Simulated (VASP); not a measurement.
# F2: single point with PBE

F2, in a box:

```
CELL_PARAMETERS angstrom
14.00000 0.00000 0.00000
0.00000 14.50000 0.00000
0.00000 0.00000 15.00000
ATOMIC_POSITIONS crystal
F 0.45716 0.49948 0.47504
F 0.54284 0.50052 0.52496
```

```yaml
Program: VASP 6.6.1
Task: single point
Functional: PBE
Potentials_or_basis: VASP PAW PBE potentials, release 64 (F)
Cutoff: 520 eV
k_mesh: 1 × 1 × 1
Occupations: gaussian, width 0.005 eV
Spin: no spin polarisation
Dipole_correction: no
Further_INCAR_settings: ALGO = Normal; EDIFF = 1e-07; NBANDS = 14; ISYM = 0
```

```
Largest force                   : 0.374 eV/Å
Gap between the frontier levels : 3.53 eV
```

Forces on the atoms (eV/Å):
```
F   -0.317 -0.005 -0.197
F    0.317  0.005  0.197
```

Levels at points of the mesh, in eV from the valence-band top:
```csv
k point,band 5,band 6,band 7,band 8,band 9,band 10
"(0.00, 0.00, 0.00)",-3.37,0.00,0.00,3.53,9.20,9.77
```

It took 3.4 min on 1 thread of Intel(R) Xeon(R) Platinum 8375C CPU @ 2.90GHz (Ice Lake) (shared host), peak memory 1.7 GiB.
